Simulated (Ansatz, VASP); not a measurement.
One calculation of CoSi, two programs

```
Co Si
1.0
     2.75206    0.00000    0.00000
     0.00000    2.75206    0.00000
     0.00000    0.00000    2.75206
Co Si
1 1
Direct
  0.02098 0.02098 0.02098
  0.50000 0.50000 0.50000
```

Change from the starting cell: all Co atoms moved -0.100 Å, as atom 1 towards its neighbour atom 2 (Si) at 2.383 Å.

Alike in both runs: task single point; functional PBEsol; k mesh 22 × 22 × 22; occupations gaussian, width 0.15 eV; collinear spin.

|  | VASP | Ansatz |
| --- | --- | --- |
| version | VASP 6.6.1 | Ansatz 0.2.0 |
| potentials or method | VASP PAW PBE potentials, release 64 (Co, Si), cutoff 520 eV | scalar-relativistic, plane waves, PAW |
| valence electrons in the cell | 13 | 21 |

```tsv
	VASP	Ansatz	Ansatz less VASP
gap on the k mesh at the Fermi level (eV)	none	none	-
pressure (GPa)	1.3	1.2	-0.14
traceless stress, the component that is largest in VASP (GPa)	1.00	0.98	-0.017
rms of the force components (eV/Å)	0.340	0.331	-0.0089
net moment per atom (μB)	0.22	0.23	+0.011
size of the moment on the site where the two differ most (μB)	0.44	0.46	+0.023
```

VASP's potentials were made for PBE, not for PBEsol. Site moments also hang on the region over which each program counts them. Atom by atom the forces differ by 0.009 eV/Å (rms over components). A gap of «none» marks a metal or a gap that the smearing closes. VASP's potentials hold 13 valence electrons a cell and Ansatz's 21, so a difference there can come from the potentials and not from the codes.
